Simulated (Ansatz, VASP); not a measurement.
# GeS: VASP beside Ansatz

```
CELL_PARAMETERS angstrom
10.78075 0.00000 0.00000
0.00000 3.60314 0.00000
0.00000 0.00000 4.52313
ATOMIC_POSITIONS crystal
Ge 0.87225 0.25000 0.36689
Ge 0.12775 0.75000 0.63311
Ge 0.62775 0.75000 0.86689
Ge 0.37225 0.25000 0.13311
S 0.65483 0.25000 0.51479
S 0.34517 0.75000 0.48521
S 0.84517 0.75000 0.01479
S 0.15483 0.25000 0.98521
```

Alike in both runs: task electric field gradients; functional PBE; k mesh 3 × 9 × 7; occupations fermi-dirac, width 0.01 eV; no spin polarisation.

|  | VASP | Ansatz |
| --- | --- | --- |
| version | VASP 6.6.1 | Ansatz 0.2.0 |
| potentials or method | VASP PAW PBE potentials, release 64 (Ge_d, S) | plane-wave PAW, scalar-relativistic |
| plane-wave cutoff (eV) | 410 | 420 |
| valence electrons in the cell | 80 | 80 |

Ansatz gave:

| Item | Value |
| --- | --- |
| gap on the k mesh at the Fermi level (eV) | 1.14 |
| rms of the force components (eV/Å) | 0.149 |
| size of Vzz on the site where it differs most (V/Å²) | 82.3 |

Question: What did VASP give for the same quantities?

Answer: gap on the k mesh at the Fermi level (eV): 1.14; rms of the force components (eV/Å): 0.151; size of Vzz on the site where it differs most (V/Å²): 77.1.

Atom by atom the forces differ by 0.003 eV/Å (rms over components).
